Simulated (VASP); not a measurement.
Wanted: the native input for a VASP 6.6.1 run.

- Task: relaxation of cell and atoms
- Functional: PBE
- Potentials or basis: VASP PAW PBE potentials, release 64 (Si, S)
- Cutoff: 600 eV
- k mesh: 6 × 6 × 6
- Occupations: gaussian, width 0.1 eV
- Spin: no spin polarisation
- Dipole correction: no
- Further INCAR settings: ALGO = Normal; EDIFF = 1e-06; IBRION = 2; EDIFFG = -0.04; NSW = 90; ISIF = 3

The structure of Si3S2 lies in POSCAR:

```
Si3S2
1.0
   -2.5225960500      2.5225960500      4.3429358000
    2.5225960500     -2.5225960500      4.3429358000
    2.5225960500      2.5225960500     -4.3429358000
Si S
3 2
Direct
    0.2461354300      0.2461354300      0.0000000000
    0.7538645700      0.7538645700      0.0000000000
    0.0000000000      0.0000000000      0.0000000000
    0.5000000000      0.0000000000      0.5000000000
    0.0000000000      0.5000000000      0.5000000000
```

The cell was generated, and may not be a known phase.

These files were run (other wordings do the same):

INCAR

```
PREC = Accurate
ENCUT = 600
EDIFF = 1E-6
ISMEAR = 0
SIGMA = 0.1
LREAL = F
LASPH = T
NELM = 80
ALGO = Normal
ISIF = 3
LWAVE = F
LCHARG = F
GGA = PE
IBRION = 2
NSW = 90
EDIFFG = -0.04
```

KPOINTS

```
regular mesh
0
Gamma
  6 6 6
```

Potentials or basis: VASP PAW PBE potentials, release 64 (Si, S).

Launch:

```sh
$ cat potpaw_PBE.64/Si/POTCAR potpaw_PBE.64/S/POTCAR > POTCAR
$ mpirun -np 1 vasp_std > vasp.out
```

It gave:

| Property | Result |
| --- | --- |
| Relaxed volume | 17.60 Å³/atom |
| Relaxed cell | a = 5.059 Å, b = 5.059 Å, c = 5.059 Å, α = 122.40°, β = 122.40°, γ = 85.89° |
| Space group after relaxing (to 0.1 Å) | I4/mmm (No. 139) |
| Energy gained by relaxing | 611.4 meV/atom |
| Ionic steps | 24 |
| Pressure after relaxing | 0.0 GPa |
| Largest force after relaxing | 0.023 eV/Å |
| Band gap on the k mesh | zero (bands 12 and 13 overlap by 2.27 eV) |

Caveat: the volume moved by over 15 % at a fixed basis, so the end points are rough.

Run time: 28 min on 1 thread of Intel(R) Xeon(R) Platinum 8259CL CPU @ 2.50GHz (Skylake/Cascade Lake), on a shared host, peak memory 0.37 GiB.
